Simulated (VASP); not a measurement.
# Y (I4/mmm) in VASP: a series of runs

The runs below take Y through single point, with PBEsol.

Everything below comes from runs of VASP 6.6.1. Logs are shortened: lines on timing, memory, paths and dates and some standing lists are left out, and cuts for length are marked.

### 1 The cell of the first run

Symmetry: I4/mmm, No. 139, tetragonal system. Conventional cell: a = 3.655 Å, b = 3.655 Å, c = 4.771 Å, α = 90.00°, β = 90.00°, γ = 90.00°. Within 4.6 Å of Y (site symmetry 4/mmm) lie 12 Y at 3.52 to 3.65 Å.

### 2 Single point, PBEsol (strain +0.040 along x and y, -0.040 along z)

INCAR reads:

```
SYSTEM = Y
  PREC = Accurate
  ENCUT = 520
  EDIFF = 1E-6
  ISMEAR = 0
  SIGMA = 0.15
  LREAL = .FALSE.
  LASPH = .TRUE.
  NELM = 60
  ALGO = Fast
  ISIF = 2
  LWAVE = .FALSE.
  LCHARG = .FALSE.
  GGA = PS
  NBANDS = 12
```

KPOINTS reads:

```
regular mesh
0
G
  16 16 16
  0 0 0
```

POSCAR reads:

```
Y
1.0
    0.0000000000      2.5844000000      2.3856000000
    2.5844000000      0.0000000000      2.3856000000
    2.5844000000      2.5844000000      0.0000000000
Y
1
Direct
    0.0000000000      0.0000000000      0.0000000000
```

Potentials or basis: VASP PAW PBE potentials, release 64 (Y_sv).

Launch:

```
cat potpaw_PBE.64/Y_sv/POTCAR > POTCAR
mpirun -np 1 vasp_std > vasp.out
```

OUTCAR:

```text
SYSTEM = Y
   PREC = Accurate
   ENCUT = 520
   EDIFF = 1E-6
   ISMEAR = 0
   LREAL = .FALSE.
   LASPH = .TRUE.
   NELM = 60
   ISIF = 2
   GGA = PS

 ion  position               nearest neighbor table
   1  0.000  0.000  0.000-

  LATTYP: Found a body centered tetragonal cell.
 ALAT       =     3.6548935306
 C/A-ratio  =     1.3054279037

  Lattice vectors:

 A1 = (   0.0000000000,  -2.5844000000,  -2.3856000000)
 A2 = (   0.0000000000,   2.5844000000,  -2.3856000000)
 A3 = (   2.5844000000,   0.0000000000,   2.3856000000)

Analysis of symmetry for initial positions (statically):
=====================================================================
 Subroutine PRICEL returns:
 Original cell was already a primitive cell.

 Routine SETGRP: Setting up the symmetry group for a
 body centered tetragonal supercell.

 Subroutine GETGRP returns: Found 16 space group operations
 (whereof 16 operations were pure point group operations)
 out of a pool of 16 trial point group operations.

The static configuration has the point symmetry D_4h.

Analysis of symmetry for dynamics (positions and initial velocities):
=====================================================================
 Subroutine PRICEL returns:
 Original cell was already a primitive cell.

 Routine SETGRP: Setting up the symmetry group for a
 body centered tetragonal supercell.

 Subroutine GETGRP returns: Found 16 space group operations
 (whereof 16 operations were pure point group operations)
 out of a pool of 16 trial point group operations.

The dynamic configuration has the point symmetry D_4h.

 Subroutine INISYM returns: Found 16 space group operations
 (whereof 16 operations are pure point group operations),
 and found     1 'primitive' translations

----------------------------------------------------------------------------------------

                                     Primitive cell

  volume of cell :      31.8674

  direct lattice vectors                    reciprocal lattice vectors
     0.000000000  2.584400000  2.385600000    -0.193468503  0.193468503  0.209590879
     2.584400000  0.000000000  2.385600000     0.193468503 -0.193468503  0.209590879
     2.584400000  2.584400000  0.000000000     0.193468503  0.193468503 -0.209590879

  length of vectors
     3.517131035  3.517131035  3.654893531     0.344657018  0.344657018  0.344657018

  position of ions in fractional coordinates (direct lattice)
     0.000000000  0.000000000  0.000000000
[... 78 lines left out ...]
   EDIFFG = 0.1E-04   stopping-criterion for IOM
   NSW    =      0    number of steps for IOM
   IBRION =     -1    ionic relax: 0-MD 1-quasi-New 2-CG
   NFREE  =      0    steps in history (QN), initial steepest desc. (CG)
   ISIF   =      2    stress and relaxation
   ISYM   =      2    0-nonsym 1-usesym 2-fastsym
   POTIM  = 0.5000    time-step for ionic-motion
   TEBEG  =    0.0;   TEEND  =   0.0 temperature during run
   PSTRESS=    0.0 pullay stress
   NELECT =      11.0000    total number of electrons
   NUPDOWN=      -1.0000    fix difference up-down
   EMIN   =  10.00;   EMAX   =-10.00  energy-range for DOS
   EFERMI =   0.00;   METHOD = LEGACY
   ISMEAR =     0;   SIGMA  =   0.15  broadening in eV -4-tet -1-fermi 0-gaus
   EFERMI_NEDOS =   21; number of points for ismear=-14 and -15
   IALGO  =     68    algorithm
   IMIX   =      4    mixing-type and parameters
     AMIX     =   0.40;   BMIX     =  1.00
     AMIX_MAG =   1.60;   BMIX_MAG =  1.00
  volume/ion in A,a.u.               =      31.87       215.05
  Fermi-wavevector in a.u.,A,eV,Ry     =   1.148392  2.170146 17.943410  1.318803
  Thomas-Fermi vector in A             =   2.285067
   LORBIT       =      0    0 simple, 1 ext, 2 COOP (PROOUT), +10 PAW based schemes
   GGA     = PS    functional components
   LHFCALC =     F    Hartree Fock is set to
   AEXX    =    0.0000 exact exchange contribution
   IVDW    =     0    specifies the selected vdW correction
   LEPSILON=     F    determine dielectric tensor
   LRPA    =     F    only Hartree local field effects (RPA)
 non-spin polarized calculation
 RMM-DIIS sequential band-by-band and
 Gauss-broadening in eV      SIGMA  =   0.15
  energy-cutoff  :      520.00
  volume of cell :       31.87
 maximum number of plane-waves:       881
 NGX is ok and might be reduce to    28
   NGX = 13   NGY = 13   NGZ = 13

 number of electron      10.9999999 magnetization

 Free energy of the ion-electron system (eV)
  ---------------------------------------------------
  ext. energy  EPLUGINS =         0.00000000
  ---------------------------------------------------
  free energy    TOTEN  =        -6.79394778 eV

  energy without entropy =       -6.77649608  energy(sigma->0) =       -6.78522193

 E-fermi :   3.0915     XC(G=0):  -9.6499

 val. band max:        3.0887929878   @ k =   0.3750   0.1875   0.0000
 cond. band min:       3.0942009068   @ k =  -0.1875   0.3125   0.1875
 fundamental gap:      0.0054079191
 Fermi energy:         3.0914784700

 k-point     1 :       0.0000    0.0000    0.0000
  band No.  band energies     occupation
      1     -39.4611      2.00000
      2     -19.1604      2.00000
      3     -19.1604      2.00000
      4     -19.1571      2.00000
      5      -1.7186      2.00000
      6       4.7068      0.00000
      7       4.7068      0.00000
      8       5.3282      0.00000
      9       6.4549      0.00000
     10       7.3210      0.00000
     11      12.2016      0.00000
     12      14.9319      0.00000
[... 331 lines left out ...]
 k-point    24 :      -0.0625    0.0625    0.0000
  band No.  band energies     occupation
      1     -39.4544      2.00000
      2     -19.2111      2.00000
      3     -19.1756      2.00000
      4     -19.1676      2.00000
      5      -1.4670      2.00000
      6       4.4917      0.00000
      7       4.8271      0.00000
      8       5.4190      0.00000
      9       6.2522      0.00000
     10       7.2183      0.00000
     11      12.7567      0.00000
     12      14.4841      0.00000

 [... further k-points ...]
[... 5 lines left out ...]
  --------------------------------------------------------------------------------------
  -------------------------------------------------------------------------------------
  Total       -0.4165610     -0.4165610     -0.0170939      0.0000000     -0.0000000      0.0000000
  in kB      -20.9431524    -20.9431524     -0.8594196      0.0000000     -0.0000000      0.0000000
  external PRESSURE =     -14.2485748 kB  Pullay stress =       0.0000000 kB

 VOLUME and BASIS-vectors are now :
 -----------------------------------------------------------------------------
  energy-cutoff  :      520.00
  volume of cell :       31.87
      direct lattice vectors                 reciprocal lattice vectors
     0.000000000  2.584400000  2.385600000    -0.193468503  0.193468503  0.209590879
     2.584400000  0.000000000  2.385600000     0.193468503 -0.193468503  0.209590879
     2.584400000  2.584400000  0.000000000     0.193468503  0.193468503 -0.209590879

 POSITION                                       TOTAL-FORCE (eV/Angst)
 -----------------------------------------------------------------------------------
      0.00000      0.00000      0.00000        -0.000000      0.000000      0.000000
 -----------------------------------------------------------------------------------
    total drift:                               -0.000000     -0.000000     -0.000000

  FREE ENERGIE OF THE ION-ELECTRON SYSTEM (eV)
  ---------------------------------------------------
  free  energy   TOTEN  =        -6.7939477832 eV

  energy  without entropy=       -6.7764960795  energy(sigma->0) =       -6.78522193
```

It took 2.4 min on 1 thread of AMD EPYC 7R13 (Zen 3), shared host; peak memory 0.26 GiB.

What came out:

| Quantity | Value |
| --- | --- |
| Free energy | -6.7939 eV |
| Pressure | -1.4 GPa |

Stress tensor (GPa, compression positive):
```
-2.09  0.00  0.00
 0.00 -2.09  0.00
 0.00  0.00 -0.09
```

Caveat: the cell differs from its parent crystal (strain +0.040 along x and y, -0.040 along z); the PAW data sets were made with another functional, which shifts forces and pressure a little.

### 3 Single point, PBEsol (strain +0.080 along x and y, -0.080 along z)

INCAR reads:

```
ALGO = Fast ; EDIFF = 1E-6
ENCUT = 520 ; GGA = PS
ISIF = 2 ; ISMEAR = 0
LASPH = T ; LCHARG = F
LREAL = F ; LWAVE = F
NBANDS = 12 ; NELM = 80
PREC = Accurate ; SIGMA = 0.15
```

KPOINTS reads:

```
k-points
0
Gamma
  16 16 16
```

POSCAR reads:

```
Y
1.0
    0.0000000000      2.6838000000      2.2862000000
    2.6838000000      0.0000000000      2.2862000000
    2.6838000000      2.6838000000      0.0000000000
Y
1
Direct
    0.0000000000      0.0000000000      0.0000000000
```

Potentials or basis: VASP PAW PBE potentials, release 64 (Y_sv).

Launch:

```
cat potpaw_PBE.64/Y_sv/POTCAR > POTCAR
mpirun -np 1 vasp_std > vasp.out
```

OUTCAR:

```text
EDIFF = 1E-6
   ENCUT = 520
   GGA = PS
   ISIF = 2
   ISMEAR = 0
   LASPH = T
   LREAL = F
   NELM = 80
   PREC = Accurate

 ion  position               nearest neighbor table
   1  0.000  0.000  0.000-

  LATTYP: Found a body centered tetragonal cell.
 ALAT       =     3.7954663587
 C/A-ratio  =     1.2047004420

  Lattice vectors:

 A1 = (   0.0000000000,  -2.6838000000,  -2.2862000000)
 A2 = (   0.0000000000,   2.6838000000,  -2.2862000000)
 A3 = (   2.6838000000,   0.0000000000,   2.2862000000)

[... 532 lines left out ...]
      5      -1.5914      2.00000
      6       4.2929      0.00000
      7       4.5525      0.00000
      8       5.5712      0.00000
      9       5.6089      0.00000
     10       6.9923      0.00000
     11      12.6553      0.00000
     12      14.0780      0.00000

 [... further k-points ...]
[... 5 lines left out ...]
  --------------------------------------------------------------------------------------
  -------------------------------------------------------------------------------------
  Total       -0.7242569     -0.7242569     -0.0955302      0.0000000      0.0000000      0.0000000
  in kB      -35.2337394    -35.2337394     -4.6473628      0.0000000      0.0000000      0.0000000
  external PRESSURE =     -25.0382805 kB  Pullay stress =       0.0000000 kB

 VOLUME and BASIS-vectors are now :
 -----------------------------------------------------------------------------
  energy-cutoff  :      520.00
  volume of cell :       32.93
      direct lattice vectors                 reciprocal lattice vectors
     0.000000000  2.683800000  2.286200000    -0.186303003  0.186303003  0.218703526
     2.683800000  0.000000000  2.286200000     0.186303003 -0.186303003  0.218703526
     2.683800000  2.683800000  0.000000000     0.186303003  0.186303003 -0.218703526

 POSITION                                       TOTAL-FORCE (eV/Angst)
 -----------------------------------------------------------------------------------
      0.00000      0.00000      0.00000         0.000000      0.000000      0.000000
 -----------------------------------------------------------------------------------
    total drift:                               -0.000000      0.000000     -0.000000

  FREE ENERGIE OF THE ION-ELECTRON SYSTEM (eV)
  ---------------------------------------------------
  free  energy   TOTEN  =        -6.7524492577 eV

  energy  without entropy=       -6.7314447012  energy(sigma->0) =       -6.74194698
```

stdout:

```text
POSCAR found type information on POSCAR Y
 POSCAR found :  1 types and       1 ions
 scaLAPACK will be used
 -----------------------------------------------------------------------------
|                                                                             |
|                                                                             |
|     You enforced a specific xc type in the INCAR file but a different       |
|     I HOPE YOU KNOW WHAT YOU ARE DOING!                                     |
|                                                                             |
 -----------------------------------------------------------------------------

 LDA part: xc-table for (Slater+PW92), standard interpolation
 POSCAR, INCAR and KPOINTS ok, starting setup
 FFT: planning ... GRIDC
 FFT: planning ... GRID_SOFT
 FFT: planning ... GRID
 WAVECAR not read
 entering main loop
WARNING in EDDRMM: call to ZHEGV failed, returncode =   8  4     10
WARNING in EDDRMM: call to ZHEGV failed, returncode =   8  4      9
```

It took 2.5 min on 1 thread of AMD EPYC 7R13 (Zen 3), shared host; peak memory 0.26 GiB.

Results:

```
Free energy : -6.7524 eV
Pressure    : -2.5 GPa
```

Caveat: the cell differs from its parent crystal (strain +0.080 along x and y, -0.080 along z); the PAW data sets were made with another functional, which shifts forces and pressure a little.

### 4 Single point, PBEsol (strain +0.000 along x and y, +0.080 along z)

INCAR reads:

```
SYSTEM = Y
  PREC = Accurate
  ENCUT = 520
  EDIFF = 1E-6
  ISMEAR = 0
  SIGMA = 0.15
  LREAL = .False.
  LASPH = .True.
  NELM = 80
  ALGO = Normal
  ISIF = 2
  LWAVE = .False.
  LCHARG = .False.
  GGA = PS
  NBANDS = 12
```

KPOINTS reads:

```
regular mesh
0
Gamma
  16 16 16
  0 0 0
```

POSCAR reads:

```
Y
1.0
    0.0000000000      2.4850000000      2.6838000000
    2.4850000000      0.0000000000      2.6838000000
    2.4850000000      2.4850000000      0.0000000000
Y
1
Direct
    0.0000000000      0.0000000000      0.0000000000
```

Potentials or basis: VASP PAW PBE potentials, release 64 (Y_sv).

Launch:

```
cat potpaw_PBE.64/Y_sv/POTCAR > POTCAR
mpirun -np 1 vasp_std > vasp.out
```

OUTCAR:

```text
SYSTEM = Y
   PREC = Accurate
   ENCUT = 520
   EDIFF = 1E-6
   ISMEAR = 0
   LREAL = .False.
   LASPH = .True.
   NELM = 80
   ISIF = 2
   GGA = PS

 ion  position               nearest neighbor table
   1  0.000  0.000  0.000-

  LATTYP: Found a body centered tetragonal cell.
 ALAT       =     3.5143207025
 C/A-ratio  =     1.5273506474

  Lattice vectors:

 A1 = (  -2.4850000000,   0.0000000000,   2.6838000000)
 A2 = (   2.4850000000,   0.0000000000,   2.6838000000)
 A3 = (   0.0000000000,   2.4850000000,  -2.6838000000)

Analysis of symmetry for initial positions (statically):
=====================================================================
 Subroutine PRICEL returns:
 Original cell was already a primitive cell.

 Routine SETGRP: Setting up the symmetry group for a
 body centered tetragonal supercell.

 Subroutine GETGRP returns: Found 16 space group operations
 (whereof 16 operations were pure point group operations)
 out of a pool of 16 trial point group operations.

The static configuration has the point symmetry D_4h.

[... 165 lines left out ...]
 k-point     1 :       0.0000    0.0000    0.0000
  band No.  band energies     occupation
      1     -39.7508      2.00000
      2     -19.4809      2.00000
      3     -19.4749      2.00000
      4     -19.4749      2.00000
      5      -1.8457      2.00000
      6       4.2453      0.00000
      7       4.8900      0.00000
      8       4.8900      0.00000
      9       6.1048      0.00000
     10       7.0423      0.00000
     11      11.8921      0.00000
     12      14.1568      0.00000
[... 331 lines left out ...]
 k-point    24 :      -0.0625    0.0625    0.0000
  band No.  band energies     occupation
      1     -39.7442      2.00000
      2     -19.5367      2.00000
      3     -19.4937      2.00000
      4     -19.4759      2.00000
      5      -1.5792      2.00000
      6       4.3948      0.00000
      7       4.5302      0.00000
      8       5.0090      0.00000
      9       6.1712      0.00000
     10       6.7544      0.00000
     11      12.4835      0.00000
     12      14.2740      0.00000

 [... further k-points ...]

------------------------ aborting loop because EDIFF is reached ----------------------------------------

  FORCE on cell =-STRESS in cart. coord.  units (eV):
  Direction    XX          YY          ZZ          XY          YZ          ZX
  --------------------------------------------------------------------------------------
  -------------------------------------------------------------------------------------
  Total       -0.4136765     -0.4136765     -0.9111061      0.0000000      0.0000000      0.0000000
  in kB      -19.9957889    -19.9957889    -44.0399291      0.0000000      0.0000000      0.0000000
  external PRESSURE =     -28.0105023 kB  Pullay stress =       0.0000000 kB

 VOLUME and BASIS-vectors are now :
 -----------------------------------------------------------------------------
  energy-cutoff  :      520.00
  volume of cell :       33.15
      direct lattice vectors                 reciprocal lattice vectors
     0.000000000  2.485000000  2.683800000    -0.201207243  0.201207243  0.186303003
     2.485000000  0.000000000  2.683800000     0.201207243 -0.201207243  0.186303003
     2.485000000  2.485000000  0.000000000     0.201207243  0.201207243 -0.186303003

 POSITION                                       TOTAL-FORCE (eV/Angst)
 -----------------------------------------------------------------------------------
      0.00000      0.00000      0.00000         0.000000      0.000000      0.000000
 -----------------------------------------------------------------------------------
    total drift:                               -0.000000     -0.000000     -0.000000

  FREE ENERGIE OF THE ION-ELECTRON SYSTEM (eV)
  ---------------------------------------------------
  free  energy   TOTEN  =        -6.7759229151 eV

  energy  without entropy=       -6.7568538259  energy(sigma->0) =       -6.76638837
```

OSZICAR:

```text
N       E                     dE             d eps       ncg     rms          rms(c)
DAV:   1     0.241186823623E+02    0.24119E+02   -0.55320E+03  8376   0.827E+02
DAV:   2    -0.566267792348E+01   -0.29781E+02   -0.28979E+02 10148   0.164E+02
DAV:   3    -0.697804527551E+01   -0.13154E+01   -0.12915E+01 11960   0.217E+01
DAV:   4    -0.701144077801E+01   -0.33396E-01   -0.33376E-01  9516   0.341E+00
DAV:   5    -0.701204573504E+01   -0.60496E-03   -0.60494E-03 11020   0.368E-01    0.223E+01
DAV:   6    -0.681875523251E+01    0.19329E+00   -0.21697E-01  9112   0.304E+00    0.135E+01
DAV:   7    -0.677991209824E+01    0.38843E-01   -0.30318E-01 10092   0.355E+00    0.118E+00
DAV:   8    -0.677611550555E+01    0.37966E-02   -0.37517E-02  9816   0.148E+00    0.231E-01
DAV:   9    -0.677595327311E+01    0.16223E-03   -0.79335E-04 10196   0.233E-01    0.933E-02
DAV:  10    -0.677592287012E+01    0.30403E-04   -0.16399E-04  9524   0.110E-01    0.316E-02
DAV:  11    -0.677592377364E+01   -0.90352E-06   -0.18233E-05  9704   0.347E-02    0.175E-02
DAV:  12    -0.677592291506E+01    0.85859E-06   -0.14408E-06  8916   0.105E-02
   1 F= -.67759229E+01 E0= -.67663884E+01  d E =-.190691E-01
```

Run time: 1.8 min. Hardware: 1 thread of AMD EPYC 7R13 (Zen 3), shared host; peak memory 0.26 GiB.

Results:

| Item | Value |
| --- | --- |
| Free energy | -6.7759 eV |
| Pressure | -2.8 GPa |

Caveat: the cell differs from its parent crystal (strain +0.000 along x and y, +0.080 along z); the PAW data sets were made with another functional, which shifts forces and pressure a little.

### 5 The runs side by side

| cell | gap on the mesh (eV) | pressure (GPa) |
| --- | --- | --- |
| a = 3.517, b = 3.517, c = 3.655 Å, angles 58.7, 58.7, 62.6°, 1 atom | none | -1.4 |
| a = 3.526, b = 3.526, c = 3.795 Å, angles 57.4, 57.4, 65.1°, 1 atom | none | -2.5 |
| a = 3.658, b = 3.658, c = 3.514 Å, angles 61.3, 61.3, 57.4°, 1 atom | none | -2.8 |

Alike in all rows: task single point; level PBEsol; potentials or basis VASP PAW PBE potentials, release 64 (Y_sv); no spin polarisation; k mesh 16 × 16 × 16; cutoff (eV) 520; smearing gaussian 0.15 eV.

Caveats: the PAW data sets were made with another functional, which shifts forces and pressure a little.

Total energies depend on the potentials used, so only differences within one code and one set of settings carry meaning.
